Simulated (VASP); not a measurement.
# AlNi (NiAl (Pm-3m)) (Pm-3m) in VASP: notebook

AlNi (NiAl (Pm-3m)) is run at these levels: PBE; tasks: single point, relaxation of cell and atoms.

Everything below comes from runs of VASP 6.6.1. Logs are shortened: lines on timing, memory, paths and dates and some standing lists are left out, and cuts for length are marked.

## Step 1: The cell of the first run

The structure is cubic, space group Pm-3m (No. 221). Conventional cell: a = 2.892 Å, b = 2.892 Å, c = 2.892 Å, α = 90.00°, β = 90.00°, γ = 90.00°. Within 3.3 Å of Al (site symmetry m-3m) lie 8 Ni at 2.50 Å and 6 Al at 2.89 Å. Within 3.3 Å of Ni (site symmetry m-3m) lie 8 Al at 2.50 Å and 6 Ni at 2.89 Å.

## Step 2: Single point, PBE

File INCAR:

```
SYSTEM = AlNi
ALGO = Normal
EDIFF = 1E-6
ENCUT = 600
GGA = PE
GGA_COMPAT = .False.
ISIF = 2
ISMEAR = 1
LASPH = .True.
LCHARG = .False.
LREAL = .False.
LWAVE = .False.
NBANDS = 14
NELM = 120
PREC = Accurate
SIGMA = 0.1
```

File KPOINTS:

```
k-points
0
Gamma
  13 13 13
  0 0 0
```

File POSCAR:

```
AlNi
1.0
    2.8918262670      0.0000000000      0.0000000000
    0.0000000000      2.8918262670      0.0000000000
    0.0000000000      0.0000000000      2.8918262670
Al Ni
1 1
Direct
    0.5000000000      0.5000000000      0.5000000000
    0.0000000000      0.0000000000      0.0000000000
```

Potentials or basis: VASP PAW PBE potentials, release 64 (Al, Ni).

Started as:

```
$ cat potpaw_PBE.64/Al/POTCAR potpaw_PBE.64/Ni/POTCAR > POTCAR
$ mpirun -np 1 vasp_std > vasp.out
```

OUTCAR:

```text
SYSTEM = AlNi
   EDIFF = 1E-6
   ENCUT = 600
   GGA = PE
   ISIF = 2
   ISMEAR = 1
   LASPH = .True.
   LREAL = .False.
   NELM = 120
   PREC = Accurate

 ion  position               nearest neighbor table
   1  0.500  0.500  0.500-   2 2.50   2 2.50   2 2.50   2 2.50   2 2.50   2 2.50   2 2.50   2 2.50

   2  0.000  0.000  0.000-   1 2.50   1 2.50   1 2.50   1 2.50   1 2.50   1 2.50   1 2.50   1 2.50

  LATTYP: Found a simple cubic cell.
 ALAT       =     2.8918262670

  Lattice vectors:

 A1 = (   2.8918262670,   0.0000000000,   0.0000000000)
 A2 = (   0.0000000000,   2.8918262670,   0.0000000000)
 A3 = (   0.0000000000,   0.0000000000,   2.8918262670)

Analysis of symmetry for initial positions (statically):
=====================================================================
 Subroutine PRICEL returns:
 Original cell was already a primitive cell.

 Routine SETGRP: Setting up the symmetry group for a
 simple cubic supercell.

 Subroutine GETGRP returns: Found 48 space group operations
 (whereof 48 operations were pure point group operations)
 out of a pool of 48 trial point group operations.

The static configuration has the point symmetry O_h .

Analysis of symmetry for dynamics (positions and initial velocities):
=====================================================================
 Subroutine PRICEL returns:
 Original cell was already a primitive cell.

 Routine SETGRP: Setting up the symmetry group for a
 simple cubic supercell.

 Subroutine GETGRP returns: Found 48 space group operations
 (whereof 48 operations were pure point group operations)
 out of a pool of 48 trial point group operations.

The dynamic configuration has the point symmetry O_h .

 Subroutine INISYM returns: Found 48 space group operations
 (whereof 48 operations are pure point group operations),
 and found     1 'primitive' translations

----------------------------------------------------------------------------------------

                                     Primitive cell

  volume of cell :      24.1834

  direct lattice vectors                    reciprocal lattice vectors
     2.891826267  0.000000000  0.000000000     0.345802240  0.000000000  0.000000000
     0.000000000  2.891826267  0.000000000     0.000000000  0.345802240  0.000000000
     0.000000000  0.000000000  2.891826267     0.000000000  0.000000000  0.345802240

  length of vectors
     2.891826267  2.891826267  2.891826267     0.345802240  0.345802240  0.345802240

  position of ions in fractional coordinates (direct lattice)
     0.500000000  0.500000000  0.500000000
     0.000000000  0.000000000  0.000000000

  ion indices of the primitive-cell ions
[... 83 lines left out ...]
   POTIM  = 0.5000    time-step for ionic-motion
   TEBEG  =    0.0;   TEEND  =   0.0 temperature during run
   PSTRESS=    0.0 pullay stress
   NELECT =      13.0000    total number of electrons
   NUPDOWN=      -1.0000    fix difference up-down
   EMIN   =  10.00;   EMAX   =-10.00  energy-range for DOS
   EFERMI =   0.00;   METHOD = LEGACY
   ISMEAR =     1;   SIGMA  =   0.10  broadening in eV -4-tet -1-fermi 0-gaus
   EFERMI_NEDOS =   21; number of points for ismear=-14 and -15
   IALGO  =     38    algorithm
   IMIX   =      4    mixing-type and parameters
     AMIX     =   0.40;   BMIX     =  1.00
     AMIX_MAG =   1.60;   BMIX_MAG =  1.00
  volume/ion in A,a.u.               =      12.09        81.60
  Fermi-wavevector in a.u.,A,eV,Ry     =   1.331120  2.515451 24.107883  1.771879
  Thomas-Fermi vector in A             =   2.460155
   LORBIT       =      0    0 simple, 1 ext, 2 COOP (PROOUT), +10 PAW based schemes
   GGA     = PE    functional components
   LHFCALC =     F    Hartree Fock is set to
   AEXX    =    0.0000 exact exchange contribution
   IVDW    =     0    specifies the selected vdW correction
   LEPSILON=     F    determine dielectric tensor
   LRPA    =     F    only Hartree local field effects (RPA)
 non-spin polarized calculation
 Methfessel and Paxton  Order N= 1 SIGMA  =   0.10
  energy-cutoff  :      600.00
  volume of cell :       24.18
 maximum number of plane-waves:       831
 NGX is ok and might be reduce to    24
   NGX = 11   NGY = 11   NGZ = 11

 number of electron      13.0000013 magnetization

 Free energy of the ion-electron system (eV)
  ---------------------------------------------------
  ext. energy  EPLUGINS =         0.00000000
  ---------------------------------------------------
  free energy    TOTEN  =       -10.54257542 eV

  energy without entropy =      -10.54287169  energy(sigma->0) =      -10.54267418

 E-fermi :   9.8405     XC(G=0): -11.9944

 val. band max:        9.8043144450   @ k =   0.3846   0.2308   0.1538
 cond. band min:       9.9138158898   @ k =   0.3846   0.3077   0.1538
 fundamental gap:      0.1095014448
 Fermi energy:         9.8405461279

 k-point     1 :       0.0000    0.0000    0.0000
  band No.  band energies     occupation
      1      -1.1782      2.00000
      2       6.7047      2.00000
      3       6.7047      2.00000
      4       8.3589      2.00000
      5       8.3589      2.00000
      6       8.3589      2.00000
      7      15.3296      0.00000
      8      15.3296      0.00000
      9      15.3296      0.00000
     10      17.9655      0.00000
     11      17.9655      0.00000
     12      23.4181      0.00000
     13      30.6732      0.00000
     14      30.6732      0.00000
[... 377 lines left out ...]
      1       2.8906      2.00000
      2       5.7492      2.00000
      3       7.0015      2.00000
      4       7.5491      2.00000
      5       7.8490      2.00000
      6       8.0047      2.00000
      7       9.5600      2.00053
      8      12.3857      0.00000
      9      15.3729      0.00000
     10      20.1387      0.00000
     11      22.0870      0.00000
     12      23.7442      0.00000
     13      25.8213      0.00000
     14      26.0839      0.00000

 [... further k-points ...]
[... 5 lines left out ...]
  --------------------------------------------------------------------------------------
  -------------------------------------------------------------------------------------
  Total        0.0044868      0.0044868      0.0044868      0.0000000     -0.0000000     -0.0000000
  in kB        0.2972579      0.2972579      0.2972579      0.0000000     -0.0000000     -0.0000000
  external PRESSURE =       0.2972579 kB  Pullay stress =       0.0000000 kB

 VOLUME and BASIS-vectors are now :
 -----------------------------------------------------------------------------
  energy-cutoff  :      600.00
  volume of cell :       24.18
      direct lattice vectors                 reciprocal lattice vectors
     2.891826267  0.000000000  0.000000000     0.345802240  0.000000000  0.000000000
     0.000000000  2.891826267  0.000000000     0.000000000  0.345802240  0.000000000
     0.000000000  0.000000000  2.891826267     0.000000000  0.000000000  0.345802240

 POSITION                                       TOTAL-FORCE (eV/Angst)
 -----------------------------------------------------------------------------------
      1.44591      1.44591      1.44591         0.000000      0.000000      0.000000
      0.00000      0.00000      0.00000         0.000000      0.000000      0.000000
 -----------------------------------------------------------------------------------
    total drift:                                0.000000      0.000000      0.000000

  FREE ENERGIE OF THE ION-ELECTRON SYSTEM (eV)
  ---------------------------------------------------
  free  energy   TOTEN  =       -10.5425754226 eV

  energy  without entropy=      -10.5428716860  energy(sigma->0) =      -10.54267418
```

OSZICAR:

```text
N       E                     dE             d eps       ncg     rms          rms(c)
DAV:   1     0.449880114195E+02    0.44988E+02   -0.59346E+03  2376   0.109E+03
DAV:   2    -0.995919711947E+01   -0.54947E+02   -0.49570E+02  2466   0.193E+02
DAV:   3    -0.119281387869E+02   -0.19689E+01   -0.19500E+01  2994   0.397E+01
DAV:   4    -0.119552738684E+02   -0.27135E-01   -0.27128E-01  2790   0.420E+00
DAV:   5    -0.119560784076E+02   -0.80454E-03   -0.80452E-03  3076   0.788E-01    0.118E+01
DAV:   6    -0.138563147218E+02   -0.19002E+01   -0.45910E+01  2802   0.939E+01    0.157E+01
DAV:   7    -0.105685267436E+02    0.32878E+01   -0.13640E+01  2784   0.564E+01    0.998E-01
DAV:   8    -0.105559978183E+02    0.12529E-01   -0.28388E-01  2990   0.556E+00    0.957E-01
DAV:   9    -0.105428167554E+02    0.13181E-01   -0.40903E-02  3022   0.260E+00    0.170E-01
DAV:  10    -0.105425797571E+02    0.23700E-03   -0.95050E-04  3194   0.387E-01    0.731E-02
DAV:  11    -0.105425760608E+02    0.36963E-05   -0.40415E-05  3386   0.683E-02    0.951E-03
DAV:  12    -0.105425754226E+02    0.63818E-06   -0.29735E-07  2064   0.580E-03
   1 F= -.10542575E+02 E0= -.10542674E+02  d E =0.296263E-03
```

It took 8.3 s on 1 thread of Intel Xeon 6975P-C (Granite Rapids), shared host; peak memory 0.16 GiB.

What came out:

```yaml
Free_energy: -10.5426 eV
Pressure: 0.0 GPa
```

Spin polarisation is off, so any magnetic state and its effect on volume and gap are missing.

(Part 1 of 2 ends here.)
